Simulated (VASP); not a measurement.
CdSe4, 5 atoms in the cell. It takes space group Im-3m (No. 229, cubic). The conventional cell has a = 6.399 Å, b = 6.399 Å, c = 6.399 Å, α = 90.00°, β = 90.00°, γ = 90.00°. Cd (site symmetry m-3m) has 8 Se at 2.77 Å within 3.7 Å. Within 3.7 Å of Se (site symmetry -3m) lie 2 Cd at 2.77 Å and 6 Se at 3.20 Å. The cell was generated, and may not be a known phase.

* Program: VASP 6.6.1
* Task: single point
* Functional: PBE
* Potentials or basis: VASP PAW PBE potentials, release 64 (Cd, Se)
* Cutoff: 500 eV
* k mesh: 4 × 4 × 4
* Occupations: gaussian, width 0.2 eV
* Spin: no spin polarisation
* Dipole correction: no
* Further INCAR settings: ALGO = Normal; EDIFF = 1e-06; NBANDS = 26

Potentials or basis: VASP PAW PBE potentials, release 64 (Cd, Se).

The run is started by

```bash
$ cat potpaw_PBE.64/Cd/POTCAR potpaw_PBE.64/Se/POTCAR > POTCAR
$ mpirun -np 1 vasp_std > vasp.out
```

Hardware: 1 thread of AMD EPYC 7R13 Processor (Zen 3) (shared host).

Problem. How long does it take, and how much memory?

Solution. It took 24 s on 1 thread of AMD EPYC 7R13 Processor (Zen 3) (shared host), peak memory 0.21 GiB. Counts: scf iterations 13, k points 8.
